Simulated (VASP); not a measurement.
# Pt (Fm-3m) in VASP: further runs

Pt is run at these levels: PBE; tasks: single point, relaxation of cell and atoms.

Everything below comes from runs of VASP 6.6.1. Logs are shortened: lines on timing, memory, paths and dates and some standing lists are left out, and cuts for length are marked.

### Step 1. The cell of the first run

The structure is cubic, space group Fm-3m (No. 225). The conventional cell has a = 6.070 Å, b = 6.070 Å, c = 6.070 Å, α = 90.00°, β = 90.00°, γ = 90.00°. Pt (site symmetry -43m) has 10 Pt at 2.63 to 3.04 Å within 3.5 Å. Within 3.5 Å of Pt (site symmetry m-3m) lie 8 Pt at 2.63 Å.

The cell was built from a structure type or drawn by symmetry, and may not be a known phase.

### Step 2. Single point, PBE

Contents of INCAR:

```
ALGO = Normal
EDIFF = 1E-6
ENCUT = 520
GGA = PE
ISIF = 2
ISMEAR = 0
LASPH = T
LCHARG = T
LELF = T
LREAL = F
LVHAR = T
LWAVE = F
NBANDS = 22
NELM = 100
PREC = Accurate
SIGMA = 0.1
```

Contents of KPOINTS:

```
k-points
0
Gamma
  6 6 6
```

Contents of POSCAR:

```
Pt
1.0
    0.0000000000      3.0351660784      3.0351660784
    3.0351660784      0.0000000000      3.0351660784
    3.0351660784      3.0351660784      0.0000000000
Pt
3
Direct
    0.2500000000      0.2500000000      0.2500000000
    0.7500000000      0.7500000000      0.7500000000
    0.0000000000      0.0000000000      0.0000000000
```

Potentials or basis: VASP PAW PBE potentials, release 64 (Pt).

Started as:

```sh
cat potpaw_PBE.64/Pt/POTCAR > POTCAR
mpirun -np 1 vasp_std > vasp.out
```

OUTCAR:

```text
EDIFF = 1E-6
   ENCUT = 520
   GGA = PE
   ISIF = 2
   ISMEAR = 0
   LASPH = T
   LREAL = F
   NELM = 100
   PREC = Accurate

 ion  position               nearest neighbor table
   1  0.250  0.250  0.250-   3 2.63   3 2.63   3 2.63   3 2.63   2 3.04   2 3.04   2 3.04   2 3.04
                             2 3.04   2 3.04
   2  0.750  0.750  0.750-   3 2.63   3 2.63   3 2.63   3 2.63   1 3.04   1 3.04   1 3.04   1 3.04
                             1 3.04   1 3.04
   3  0.000  0.000  0.000-   2 2.63   2 2.63   2 2.63   1 2.63   2 2.63   1 2.63   1 2.63   1 2.63

  LATTYP: Found a face centered cubic cell.
 ALAT       =     6.0703321568

  Lattice vectors:

 A1 = (   0.0000000000,   3.0351660784,   3.0351660784)
 A2 = (   3.0351660784,   0.0000000000,   3.0351660784)
 A3 = (   3.0351660784,   3.0351660784,   0.0000000000)

Analysis of symmetry for initial positions (statically):
=====================================================================
 Subroutine PRICEL returns:
 Original cell was already a primitive cell.

 Routine SETGRP: Setting up the symmetry group for a
 face centered cubic supercell.

 Subroutine GETGRP returns: Found 48 space group operations
 (whereof 48 operations were pure point group operations)
 out of a pool of 48 trial point group operations.

The static configuration has the point symmetry O_h .

Analysis of symmetry for dynamics (positions and initial velocities):
=====================================================================
 Subroutine PRICEL returns:
 Original cell was already a primitive cell.

 Routine SETGRP: Setting up the symmetry group for a
 face centered cubic supercell.

 Subroutine GETGRP returns: Found 48 space group operations
 (whereof 48 operations were pure point group operations)
 out of a pool of 48 trial point group operations.

The dynamic configuration has the point symmetry O_h .

 Subroutine INISYM returns: Found 48 space group operations
 (whereof 48 operations are pure point group operations),
 and found     1 'primitive' translations

----------------------------------------------------------------------------------------

                                     Primitive cell

  volume of cell :      55.9213

  direct lattice vectors                    reciprocal lattice vectors
     0.000000000  3.035166078  3.035166078    -0.164735631  0.164735631  0.164735631
     3.035166078  0.000000000  3.035166078     0.164735631 -0.164735631  0.164735631
     3.035166078  3.035166078  0.000000000     0.164735631  0.164735631 -0.164735631

  length of vectors
     4.292373032  4.292373032  4.292373032     0.285330483  0.285330483  0.285330483

  position of ions in fractional coordinates (direct lattice)
     0.250000000  0.250000000  0.250000000
     0.750000000  0.750000000  0.750000000
     0.000000000  0.000000000  0.000000000

  ion indices of the primitive-cell ions
   primitive index   ion index
                 1           1
                 2           2
                 3           3

----------------------------------------------------------------------------------------

 KPOINTS: k-points

Automatic generation of k-mesh.
 Grid dimensions read from file:
 generate k-points for:    6    6    6

 Generating k-lattice:

  Cartesian coordinates                     Fractional coordinates (reciprocal lattice)
    -0.027455939  0.027455939  0.027455939     0.166666667  0.000000000  0.000000000
     0.027455939 -0.027455939  0.027455939     0.000000000  0.166666667  0.000000000
     0.027455939  0.027455939 -0.027455939     0.000000000  0.000000000  0.166666667

  Length of vectors
     0.047555081  0.047555081  0.047555081

  Shift w.r.t. Gamma in fractional coordinates (k-lattice)
     0.000000000  0.000000000  0.000000000

 Subroutine IBZKPT returns following result:
 ===========================================

 Found     16 irreducible k-points:

 Following reciprocal coordinates:
            Coordinates               Weight
  0.000000  0.000000  0.000000      1.000000
  0.166667  0.000000  0.000000      8.000000
  0.333333  0.000000  0.000000      8.000000
  0.500000  0.000000  0.000000      4.000000
  0.166667  0.166667  0.000000      6.000000
  0.333333  0.166667  0.000000     24.000000
[... 8 lines left out ...]
 -0.333333  0.333333  0.166667     24.000000
 -0.333333  0.500000  0.166667     12.000000
   k-points           NKPTS =     16   k-points in BZ     NKDIM =     16   number of bands    NBANDS=     22
   number of dos      NEDOS =    301   number of ions     NIONS =      3
   total plane-waves  NPLWV =  32768
   dimension x,y,z NGX =    32 NGY =   32 NGZ =   32
   dimension x,y,z NGXF=    64 NGYF=   64 NGZF=   64
   ions per type =               3
   NGX,Y,Z   is equivalent  to a cutoff of  12.39, 12.39, 12.39 a.u.
   NGXF,Y,Z  is equivalent  to a cutoff of  24.79, 24.79, 24.79 a.u.
 SYSTEM =  unknown system
   PREC   = accura    normal or accurate (medium, high low for compatibility)
   ISTART =      0    job   : 0-new  1-cont  2-samecut
   ICHARG =      2    charge: 1-file 2-atom 10-const
   ISPIN  =      1    spin polarized calculation?
   LNONCOLLINEAR =      F non collinear calculations
   LSORBIT =      F    spin-orbit coupling
   LASPH  =      T    aspherical Exc in radial PAW
   ENCUT  =  520.0 eV  38.22 Ry    6.18 a.u.   7.98  7.98  7.98*2*pi/ulx,y,z
   NELM   =    100;   NELMIN=  2; NELMDL= -5     # of ELM steps
   EDIFF  = 0.1E-05   stopping-criterion for ELM
   LREAL  =      F    real-space projection
[... 7 lines left out ...]
   TEBEG  =    0.0;   TEEND  =   0.0 temperature during run
   PSTRESS=    0.0 pullay stress
   NELECT =      30.0000    total number of electrons
   NUPDOWN=      -1.0000    fix difference up-down
   EMIN   =  10.00;   EMAX   =-10.00  energy-range for DOS
   EFERMI =   0.00;   METHOD = LEGACY
   ISMEAR =     0;   SIGMA  =   0.10  broadening in eV -4-tet -1-fermi 0-gaus
   EFERMI_NEDOS =   21; number of points for ismear=-14 and -15
   IALGO  =     38    algorithm
   IMIX   =      4    mixing-type and parameters
     AMIX     =   0.40;   BMIX     =  1.00
     AMIX_MAG =   1.60;   BMIX_MAG =  1.00
  volume/ion in A,a.u.               =      18.64       125.79
  Fermi-wavevector in a.u.,A,eV,Ry     =   1.330218  2.513747 24.075233  1.769480
  Thomas-Fermi vector in A             =   2.459321
   LORBIT       =      0    0 simple, 1 ext, 2 COOP (PROOUT), +10 PAW based schemes
   GGA     = PE    functional components
   LHFCALC =     F    Hartree Fock is set to
   AEXX    =    0.0000 exact exchange contribution
   IVDW    =     0    specifies the selected vdW correction
   LEPSILON=     F    determine dielectric tensor
   LRPA    =     F    only Hartree local field effects (RPA)
 non-spin polarized calculation
 Gauss-broadening in eV      SIGMA  =   0.10
  energy-cutoff  :      520.00
  volume of cell :       55.92
 maximum number of plane-waves:      1524
   NGX = 15   NGY = 15   NGZ = 15

 number of electron      30.0000003 magnetization

 Free energy of the ion-electron system (eV)
  ---------------------------------------------------
  ext. energy  EPLUGINS =         0.00000000
  ---------------------------------------------------
  free energy    TOTEN  =       -17.00502215 eV

  energy without entropy =      -16.96418578  energy(sigma->0) =      -16.98460396

 E-fermi :   7.8753     XC(G=0): -12.0027

 val. band max:        7.8473238846   @ k =   0.5000   0.1667   0.0000
 cond. band min:       7.8854677275   @ k =   0.3333   0.0000   0.0000
 fundamental gap:      0.0381438429
 Fermi energy:         7.8752538783

 k-point     1 :       0.0000    0.0000    0.0000
  band No.  band energies     occupation
      1      -0.5737      2.00000
      2       2.4075      2.00000
      3       2.4075      2.00000
      4       3.6792      2.00000
      5       3.6792      2.00000
      6       3.6792      2.00000
[... 14 lines left out ...]
     21      16.8431      0.00000
     22      17.8244      0.00000

 k-point     2 :       0.1667    0.0000    0.0000
  band No.  band energies     occupation
      1      -0.1644      2.00000
      2       2.5950      2.00000
      3       2.5950      2.00000
      4       3.2079      2.00000
      5       3.4481      2.00000
      6       3.4481      2.00000
[... 14 lines left out ...]
     21      17.2544      0.00000
     22      17.6329      0.00000

 k-point     3 :       0.3333    0.0000    0.0000
  band No.  band energies     occupation
      1       0.8958      2.00000
      2       2.9851      2.00000
      3       3.0804      2.00000
      4       3.0804      2.00000
      5       3.2343      2.00000
      6       3.2343      2.00000
[... 14 lines left out ...]
     21      16.6833      0.00000
     22      18.2917      0.00000

 k-point     4 :       0.5000    0.0000    0.0000
  band No.  band energies     occupation
      1       1.7219      2.00000
      2       3.0223      2.00000
      3       3.1203      2.00000
      4       3.1203      2.00000
      5       3.4976      2.00000
      6       3.4976      2.00000
[... 14 lines left out ...]
     21      16.1533      0.00000
     22      18.3375      0.00000

 k-point     5 :       0.1667    0.1667    0.0000
  band No.  band energies     occupation
      1      -0.0331      2.00000
      2       2.6274      2.00000
      3       2.6544      2.00000
      4       3.3140      2.00000
      5       3.3140      2.00000
      6       3.3451      2.00000
[... 14 lines left out ...]
     21      16.3589      0.00000
     22      19.3557      0.00000

 k-point     6 :       0.3333    0.1667    0.0000
  band No.  band energies     occupation
      1       0.7978      2.00000
      2       2.8390      2.00000
      3       2.9446      2.00000
      4       3.0194      2.00000
      5       3.1086      2.00000
      6       3.2342      2.00000
[... 14 lines left out ...]
     21      17.5524      0.00000
     22      19.2648      0.00000

 k-point     7 :       0.5000    0.1667    0.0000
  band No.  band energies     occupation
      1       1.7861      2.00000
      2       2.6154      2.00000
      3       2.8866      2.00000
      4       3.0786      2.00000
      5       3.3425      2.00000
      6       3.6340      2.00000
[... 14 lines left out ...]
     21      18.2953      0.00000
     22      20.1795      0.00000

 k-point     8 :      -0.3333    0.1667    0.0000
  band No.  band energies     occupation
      1       1.4811      2.00000
      2       2.7591      2.00000
      3       2.9556      2.00000
      4       3.1596      2.00000
      5       3.2419      2.00000
      6       3.4552      2.00000
[... 14 lines left out ...]
     21      17.6394      0.00000
     22      19.5890      0.00000

 k-point     9 :      -0.1667    0.1667    0.0000
  band No.  band energies     occupation
      1       0.4578      2.00000
      2       2.8483      2.00000
      3       2.9001      2.00000
      4       2.9614      2.00000
      5       3.1603      2.00000
      6       3.3825      2.00000
[... 14 lines left out ...]
     21      17.3538      0.00000
     22      17.5755      0.00000

 k-point    10 :       0.3333    0.3333    0.0000
  band No.  band energies     occupation
      1       1.2960      2.00000
      2       2.4546      2.00000
      3       2.7244      2.00000
      4       3.1864      2.00000
      5       3.1864      2.00000
      6       3.3311      2.00000
[... 14 lines left out ...]
     21      16.7190      0.00000
     22      22.0076      0.00000

 k-point    11 :       0.5000    0.3333    0.0000
  band No.  band energies     occupation
      1       2.0006      2.00000
      2       2.1699      2.00000
      3       2.6259      2.00000
      4       3.1068      2.00000
      5       3.4179      2.00000
      6       3.7822      2.00000
[... 14 lines left out ...]
     21      17.7968      0.00000
     22      21.4313      0.00000

 k-point    12 :      -0.3333    0.3333    0.0000
  band No.  band energies     occupation
      1       1.9432      2.00000
      2       2.5947      2.00000
      3       2.6679      2.00000
      4       3.0689      2.00000
      5       3.2440      2.00000
      6       4.0602      2.00000
[... 14 lines left out ...]
     21      20.1299      0.00000
     22      20.5375      0.00000

 k-point    13 :       0.5000    0.5000    0.0000
  band No.  band energies     occupation
      1       1.9781      2.00000
      2       2.1023      2.00000
      3       2.7111      2.00000
      4       3.1888      2.00000
      5       3.1888      2.00000
      6       3.8087      2.00000
[... 14 lines left out ...]
     21      16.9602      0.00000
     22      23.5678      0.00000

 k-point    14 :       0.5000    0.3333    0.1667
  band No.  band energies     occupation
      1       1.5855      2.00000
      2       2.5428      2.00000
      3       2.6686      2.00000
      4       3.1831      2.00000
      5       3.2426      2.00000
      6       3.6189      2.00000
[... 14 lines left out ...]
     21      18.0195      0.00000
     22      18.7177      0.00000

 k-point    15 :      -0.3333    0.3333    0.1667
  band No.  band energies     occupation
      1       2.0935      2.00000
      2       2.3176      2.00000
      3       2.6684      2.00000
      4       3.1589      2.00000
      5       3.2287      2.00000
      6       4.1063      2.00000
[... 14 lines left out ...]
     21      17.9731      0.00000
     22      20.6550      0.00000

 k-point    16 :      -0.3333    0.5000    0.1667
  band No.  band energies     occupation
      1       2.0759      2.00000
      2       2.3856      2.00000
      3       2.3878      2.00000
      4       3.2630      2.00000
      5       3.3274      2.00000
      6       3.9445      2.00000
[... 14 lines left out ...]
     21      18.3098      0.00000
     22      20.7208      0.00000

------------------------ aborting loop because EDIFF is reached ----------------------------------------

  FORCE on cell =-STRESS in cart. coord.  units (eV):
  Direction    XX          YY          ZZ          XY          YZ          ZX
  --------------------------------------------------------------------------------------
  -------------------------------------------------------------------------------------
  Total       -0.1230610     -0.1230610     -0.1230610      0.0000000      0.0000000      0.0000000
  in kB       -3.5257674     -3.5257674     -3.5257674      0.0000000      0.0000000      0.0000000
  external PRESSURE =      -3.5257674 kB  Pullay stress =       0.0000000 kB

 VOLUME and BASIS-vectors are now :
 -----------------------------------------------------------------------------
  energy-cutoff  :      520.00
  volume of cell :       55.92
      direct lattice vectors                 reciprocal lattice vectors
     0.000000000  3.035166078  3.035166078    -0.164735631  0.164735631  0.164735631
     3.035166078  0.000000000  3.035166078     0.164735631 -0.164735631  0.164735631
     3.035166078  3.035166078  0.000000000     0.164735631  0.164735631 -0.164735631

 POSITION                                       TOTAL-FORCE (eV/Angst)
 -----------------------------------------------------------------------------------
      1.51758      1.51758      1.51758        -0.000000     -0.000000     -0.000000
      4.55275      4.55275      4.55275         0.000000      0.000000      0.000000
      0.00000      0.00000      0.00000         0.000000      0.000000      0.000000
 -----------------------------------------------------------------------------------
    total drift:                                0.000000     -0.000000      0.000000

  FREE ENERGIE OF THE ION-ELECTRON SYSTEM (eV)
  ---------------------------------------------------
  free  energy   TOTEN  =       -17.0050221485 eV

  energy  without entropy=      -16.9641857759  energy(sigma->0) =      -16.98460396
```

It took 16 s on 1 thread of Intel Xeon Platinum 8488C (Sapphire Rapids), shared host; peak memory 0.17 GiB.

Results:

* Free energy: -17.0050 eV
* Pressure: -0.4 GPa
* Band gap on the k mesh: zero (bands 15 and 16 overlap by 0.79 eV)

Caveat: spin-orbit coupling is left out, which moves the levels of the heavy elements.

### Step 3. Relaxation of cell and atoms, PBE

This run uses another cell than the first one, of 15.82 Å³/atom.

Contents of INCAR:

```
SYSTEM = Pt
PREC = Accurate
ENCUT = 600
EDIFF = 1E-7
ISMEAR = 0
SIGMA = 0.1
LREAL = .FALSE.
LASPH = .TRUE.
NELM = 100
ALGO = Normal
ISIF = 3
LWAVE = .FALSE.
LCHARG = .FALSE.
GGA = PE
IBRION = 2
NSW = 90
EDIFFG = -0.04
```

Contents of KPOINTS:

```
regular mesh
0
G
  6 6 6
  0 0 0
```

Contents of POSCAR:

```
Pt
1.0
    0.0000000000      2.8738654400      2.8738654400
    2.8738654400      0.0000000000      2.8738654400
    2.8738654400      2.8738654400      0.0000000000
Pt
3
Direct
    0.2500000000      0.2500000000      0.2500000000
    0.7500000000      0.7500000000      0.7500000000
    0.0000000000      0.0000000000      0.0000000000
```

Potentials or basis: VASP PAW PBE potentials, release 64 (Pt).

Started as:

```sh
cat potpaw_PBE.64/Pt/POTCAR > POTCAR
mpirun -np 1 vasp_std > vasp.out
```

Run time: 52 s. Hardware: 1 thread of Intel Xeon Platinum 8488C (Sapphire Rapids), shared host; peak memory 0.19 GiB.

It converged, with:

| Quantity | Value |
| --- | --- |
| Free energy | -17.0011 eV |
| Relaxed volume | 18.60 Å³/atom |
| Relaxed cell | a = 4.289 Å, b = 4.289 Å, c = 4.289 Å, α = 60.00°, β = 60.00°, γ = 60.00° |
| Space group after relaxing (to 0.1 Å) | Fm-3m (No. 225) |
| Pressure after relaxing | 0.0 GPa |
| Band gap on the k mesh | zero (bands 15 and 16 overlap by 0.79 eV) |

Final structure:
```
CELL_PARAMETERS angstrom
0.00000 3.03304 3.03304
3.03304 0.00000 3.03304
3.03304 3.03304 0.00000
ATOMIC_POSITIONS crystal
Pt 0.25000 0.25000 0.25000
Pt 0.75000 0.75000 0.75000
Pt 0.00000 0.00000 0.00000
```

Levels at points of the mesh, in eV from the Fermi level:
```
           k point  band 13  band 14  band 15  band 16  band 17  band 18
(0.00, 0.00, 0.00)    -0.42    -0.42    -0.14    -0.14     6.99     7.94
(0.50, 0.00, 0.00)    -0.81    -0.81    -0.04    -0.04     0.98     7.48
(0.50, 0.50, 0.00)    -0.21     0.27     0.27     0.55     0.91     1.84
```

Caveat: the volume moved by over 15 % at a fixed basis, so the end points are rough; spin-orbit coupling is left out, which moves the levels of the heavy elements.
